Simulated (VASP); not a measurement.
Here is a VASP 6.6.1 calculation.

File INCAR:

```
SYSTEM = NaB4
PREC = Accurate
ENCUT = 600
EDIFF = 1E-7
ISMEAR = 0
SIGMA = 0.1
LREAL = .FALSE.
LASPH = .TRUE.
NELM = 100
ALGO = Normal
ISIF = 3
LWAVE = .FALSE.
LCHARG = .FALSE.
GGA = PE
IBRION = 2
NSW = 90
EDIFFG = -0.04
```

Contents of KPOINTS:

```
regular mesh
0
G
  6 6 4
  0 0 0
```

Contents of POSCAR:

```
NaB4
1.0
    2.8576189400      0.0000000000      0.0000000000
    0.0000000000      3.0507352400      0.0000000000
    0.0000000000      0.0000000000      5.2840275800
Na B
1 4
Direct
    0.5000000000      0.5000000000      0.5000000000
    0.0000000000      0.5000000000      0.8333333300
    0.0000000000      0.0000000000      0.3333333300
    0.0000000000      0.0000000000      0.6666666700
    0.0000000000      0.5000000000      0.1666666700
```

Potentials or basis: VASP PAW PBE potentials, release 64 (Na_pv, B).

Launch:

```sh
$ cat potpaw_PBE.64/Na_pv/POTCAR potpaw_PBE.64/B/POTCAR > POTCAR
$ mpirun -np 1 vasp_std > vasp.out
```

(1) Estimate the relaxed volume.

(2) Predict the relaxed cell.

(3) What does it give for the space group after relaxing (to 0.05 Å)?

## Answers

(1) 13.54 Å³/atom.

(2) a = 3.779 Å, b = 3.144 Å, c = 5.699 Å, α = 90.00°, β = 90.00°, γ = 90.00°.

(3) Pmmm (No. 47).

Caveat: the k points lie up to 0.33 Å⁻¹ apart in the final cell; the volume moved by over 15 % at a fixed basis, so the end points are rough.
